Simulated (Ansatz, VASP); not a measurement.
**Nb2Te in VASP and in Ansatz**

The input INCAR:

```
SYSTEM = Nb2Te
ALGO     = Fast           ! electronic algorithm
EDIFF    = 1E-6           ! SCF threshold, eV
EDIFFG   = -0.01          ! ionic threshold
ENCUT    = 600            ! plane-wave cutoff, eV
GGA      = PE             ! functional
IBRION   = 2              ! ionic algorithm
ISIF     = 3              ! what is computed and relaxed
ISMEAR   = 0              ! smearing method
LASPH    = .TRUE.         ! aspherical terms in the spheres
LCHARG   = .FALSE.        ! write CHGCAR
LREAL    = .FALSE.        ! projectors in reciprocal space
LWAVE    = .FALSE.        ! write WAVECAR
NELM     = 100            ! most SCF steps
NSW      = 100            ! ionic steps
PREC     = Accurate       ! precision mode
SIGMA    = 0.1            ! smearing width, eV
```

The input KPOINTS:

```
k-points
0
G
  14 14 8
  0 0 0
```

File POSCAR:

```
Nb2Te
1.0
    3.3774258457      0.0000000000      0.0000000000
    0.0000000000      3.3774258457      0.0000000000
    0.0000000000      0.0000000000      5.7139783333
Nb Te
2 1
Direct
    0.5000000000      0.5000000000      0.2800165930
    0.5000000000      0.5000000000      0.7199834070
    0.0000000000      0.0000000000      0.0000000000
```

Input for Ansatz:

```yaml
crystal:
  lattice:
    - [3.3774258457, 0.0, 0.0]
    - [0.0, 3.3774258457, 0.0]
    - [0.0, 0.0, 5.7139783333]
  atoms:
    - { symbol: Nb, position: [0.5, 0.5, 0.280016593] }
    - { symbol: Nb, position: [0.5, 0.5, 0.719983407] }
    - { symbol: Te, position: [0.0, 0.0, 0.0] }
basis:
  ecutwfc: 420
kpoints:
  mp_grid: { grid: [14, 14, 8] }
hamiltonian:
  xc: pbe
scf:
  occupations: { method: gaussian, width: 0.1 }
output:
  forces: true
  stress: true
  eigenvalues: true
relax:
  adjacent_minimum: "off"
  f_tol: 0.01
  max_steps: 80
  cell: { stress_tol: 0.05 }
```

Alike in both runs: task relaxation of cell and atoms; functional PBE; k mesh 14 × 14 × 8; occupations gaussian, width 0.1 eV; no spin polarisation.

```csv
,VASP,Ansatz
version,VASP 6.6.1,Ansatz 0.2.0
potentials or method,"VASP PAW PBE potentials, release 64 (Nb_sv, Te), cutoff 600 eV","scalar-relativistic, plane waves, PAW"
valence electrons in the cell,32,42
```

```tsv
	VASP	Ansatz	Ansatz less VASP
gap on the k mesh at the Fermi level, each at its own relaxed structure (eV)	none	none	-
relaxed volume (Å³/atom)	21.65	21.69	+0.039
relaxed length of the cell vector where the two differ most in proportion (Å)	3.388	3.392	+0.0045
```

A gap of «none» marks a metal or a gap that the smearing closes. VASP's potentials hold 32 valence electrons a cell and Ansatz's 42, so a difference there can come from the potentials and not from the codes.

Neither program's run includes spin-orbit coupling.
